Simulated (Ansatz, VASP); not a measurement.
# One calculation of Sb, two programs

Contents of POSCAR:

```
Sb
1.0
    3.1600000000      0.0000000000      0.0000000000
    0.0000000000      3.5745920000      0.0000000000
    0.0000000000      0.0000000000      3.1600000000
Sb
1
Direct
    0.0000000000      0.0000000000      0.0000000000
```

Contents of INCAR.step1:

```
SYSTEM = Sb
PREC     = Accurate       ! precision mode
ENCUT    = 520            ! plane-wave cutoff, eV
ISMEAR   = 0              ! smearing method
SIGMA    = 0.15           ! smearing width, eV
LREAL    = .False.        ! projectors in reciprocal space
LASPH    = .True.         ! aspherical terms in the spheres
NELM     = 80             ! most SCF steps
NBANDS   = 8              ! bands
GGA      = PE             ! functional
ALGO     = Normal         ! electronic algorithm
EDIFF    = 1E-4           ! SCF threshold, eV
LWAVE    = .True.         ! write WAVECAR
LCHARG   = .False.        ! write CHGCAR
```

INCAR.step2

```
SYSTEM = Sb
PREC     = Accurate       ! precision mode
ENCUT    = 520            ! plane-wave cutoff, eV
EDIFF    = 1E-6           ! SCF threshold, eV
ISMEAR   = 0              ! smearing method
SIGMA    = 0.15           ! smearing width, eV
LREAL    = .False.        ! projectors in reciprocal space
LASPH    = .True.         ! aspherical terms in the spheres
NELM     = 80             ! most SCF steps
ALGO     = Normal         ! electronic algorithm
ISIF     = 2              ! what is computed and relaxed
LWAVE    = .False.        ! write WAVECAR
LCHARG   = .False.        ! write CHGCAR
METAGGA  = R2SCAN         ! meta-GGA
LMIXTAU  = .True.       
NBANDS   = 8              ! bands
ISTART   = 1
```

File KPOINTS:

```
regular mesh
0
Gamma
  16 16 16
  0 0 0
```

Input for Ansatz:

```yaml
crystal:
  lattice:
    - [3.16, 0.0, 0.0]
    - [0.0, 3.574592, 0.0]
    - [0.0, 0.0, 3.16]
  atoms:
    - { symbol: Sb, position: [0.0, 0.0, 0.0] }
basis:
  ecutwfc: 500
kpoints:
  mp_grid: { grid: [16, 16, 16] }
hamiltonian:
  xc: r2scan
scf:
  occupations: { method: gaussian, width: 0.15 }
output:
  forces: true
  stress: true
  eigenvalues: true
```

Change from the starting cell: strain +0.1312 x Voigt [0, 1, 0, 0, 0, 0], atoms carried along.

Alike in both runs: task single point; functional r2SCAN; k mesh 16 × 16 × 16; occupations gaussian, width 0.15 eV; no spin polarisation.

```csv
,VASP,Ansatz
version,VASP 6.6.1,Ansatz 0.2.0
potentials or method,"VASP PAW PBE potentials, release 64 (Sb), cutoff 520 eV","scalar-relativistic, plane waves, PAW"
valence electrons in the cell,5,15
```

|  | VASP | Ansatz | Ansatz less VASP |
| --- | --- | --- | --- |
| gap on the k mesh at the Fermi level (eV) | none | none | - |
| pressure (GPa) | -6.5 | -6.5 | +0.03 |
| traceless stress, the component that is largest in VASP (GPa) | -3.41 | -3.41 | +0.002 |

VASP's potentials were made for PBE, not for r2SCAN. A gap of «none» marks a metal or a gap that the smearing closes. VASP's potentials hold 5 valence electrons a cell and Ansatz's 15, so a difference there can come from the potentials and not from the codes.

Spin-orbit coupling is off throughout.
